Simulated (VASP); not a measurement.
Crystal: SbAs.

```
Sb As
1.0
     2.03271    1.17359    3.71659
    -2.03271    1.17359    3.71659
     0.00000   -2.34718    3.71659
Sb As
1 1
Direct
  0.22910 0.22910 0.22910
  0.77090 0.77090 0.77090
```

| Quantity | Value |
| --- | --- |
| Program | VASP 6.6.1 |
| Task | relaxation of cell and atoms |
| Functional | r2SCAN |
| Dispersion | D3(BJ) |
| Potentials or basis | VASP PAW PBE potentials, release 64 (Sb, As) |
| Cutoff | 600 eV |
| k mesh | 12 × 12 × 12 |
| Occupations | gaussian, width 0.1 eV |
| Spin | no spin polarisation |

At the start: pressure -1.3 GPa; volume 26.60 Å³/atom.

Task: Where does the relaxation end?

Result: Over 10 steps the energy falls by 4.5 meV/atom and the volume is 25.58 Å³/atom (-3.8 %); space group R3m (No. 160, to 0.1 Å) before and after.

The path:
```
step  energy change (eV)  largest force (eV/Å)  pressure (GPa)  volume (Å³)
   1              0.0000                0.0073           -1.28        53.20
   2             -0.0031                0.2044            0.75        51.58
   3             -0.0043                0.1287            0.00        52.14
   4             -0.0059                0.0868            0.02        51.91
   5             -0.0080                0.0288            0.10        51.24
   6             -0.0089                0.0277           -0.12        51.29
   7             -0.0089                0.0265           -0.19        51.31
   8             -0.0089                0.0441            0.26        50.97
   9             -0.0091                0.0052            0.01        51.15
  10             -0.0091                0.0045            0.01        51.16
```

Final structure:
```yaml
crystal:
  lattice:
    - [2.02626, 1.16986, 3.59709]
    - [-2.02626, 1.16986, 3.59709]
    - [0.00000, -2.33972, 3.59709]
  atoms:
    - { symbol: Sb, position: [0.23122, 0.23122, 0.23122] }
    - { symbol: As, position: [0.76878, 0.76878, 0.76878] }
```

Caveat: the PAW data sets were made with another functional, which shifts forces and pressure a little.
